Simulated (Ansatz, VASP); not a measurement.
## Two plane-wave programs on Pd

```xyz
2
Lattice="0.0000 2.4796 2.4796 2.4796 0.0000 2.4796 2.4796 2.4796 0.0000" Properties=species:S:1:pos:R:3 pbc="T T T"
Pd    0.0000    2.4796    2.4796
Pd    2.4796    2.4796    2.4796
```

Alike in both runs: task single point; functional r2SCAN; k mesh 12 × 12 × 12; occupations fermi-dirac, width 0.05 eV; collinear spin.

```csv
,VASP,Ansatz
version,VASP 6.6.1,Ansatz 0.2.0
potentials or method,"VASP PAW PBE potentials, release 64 (Pd), cutoff 520 eV","plane waves (500 eV) with PAW, scalar-relativistic"
valence electrons in the cell,20,36
```

Ansatz gave:

* pressure (GPa): 24.7
* net moment per atom (μB): 0.00

Problem. Estimate VASP's values.

Solution. Pressure (GPa): 25.6; net moment per atom (μB): 0.00.

VASP's potentials were made for PBE, not for r2SCAN. VASP's potentials hold 20 valence electrons a cell and Ansatz's 36, so a difference there can come from the potentials and not from the codes. Ansatz's warnings: seeded moment not kept, stability check not made.
